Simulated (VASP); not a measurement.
H: single point with PBE

Crystal: H.

```
H
1.0
     0.00000    5.13381    4.14182
     0.00000   -5.13381    4.14182
     5.24696    0.00000   -4.14182
H
16
Direct
  0.05761 0.51090 0.50000
  0.55761 0.01090 0.50000
  0.55761 0.51090 0.00000
  0.05761 0.01090 0.00000
  0.48910 0.44239 0.50000
  0.98910 0.94239 0.50000
  0.98910 0.44239 0.00000
  0.48910 0.94239 0.00000
  0.51090 0.55761 0.50000
  0.01090 0.05761 0.50000
  0.01090 0.55761 0.00000
  0.51090 0.05761 0.00000
  0.94239 0.48910 0.50000
  0.44239 0.98910 0.50000
  0.44239 0.48910 0.00000
  0.94239 0.98910 0.00000
```

```
Program                : VASP 6.6.1
Task                   : single point
Functional             : PBE
Potentials or basis    : VASP PAW PBE potentials, release 64 (H)
Cutoff                 : 520 eV
k mesh                 : 2 × 2 × 2, shifted
Occupations            : gaussian, width 0.1 eV
Spin                   : no spin polarisation
Dipole correction      : no
Further INCAR settings : LREAL = Auto; ALGO = Normal; EDIFF = 1e-06; NBANDS = 22; ISYM = 0
```

```yaml
Pressure: 0.3 GPa
Largest_force: 0.259 eV/Å
Band_gap_on_the_k_mesh: 10.05 eV
```

Forces in eV/Å, atoms in the order of the input:
```
H    0.000  0.167  0.198
H    0.000  0.167  0.198
H    0.000  0.167  0.198
H    0.000  0.167  0.198
H    0.000  0.167 -0.198
H    0.000  0.167 -0.198
H    0.000  0.167 -0.198
H    0.000  0.167 -0.198
H    0.000 -0.167  0.198
H    0.000 -0.167  0.198
H    0.000 -0.167  0.198
H    0.000 -0.167  0.198
H    0.000 -0.167 -0.198
H    0.000 -0.167 -0.198
H    0.000 -0.167 -0.198
H    0.000 -0.167 -0.198
```

Stress tensor (GPa, compression positive):
```
-0.05  0.00  0.00
 0.00  0.35  0.00
 0.00  0.00  0.59
```

Levels at points of the mesh, in eV from the valence-band top:
```
           k point  band 4  band 5  band 6  band 7  band 8  band 9  band 10  band 11  band 12  band 13
(0.25, 0.25, 0.25)   -0.82   -0.20   -0.20   -0.14   -0.14   10.38    10.38    10.75    10.75    10.95
```

Run time: 14 s on 1 thread of Intel(R) Xeon(R) 6975P-C (Granite Rapids) (shared host), peak memory 0.32 GiB.

Caveat: the k points lie up to 0.60 Å⁻¹ apart. PBE gaps usually lie below the measured ones, often by a third to a half.
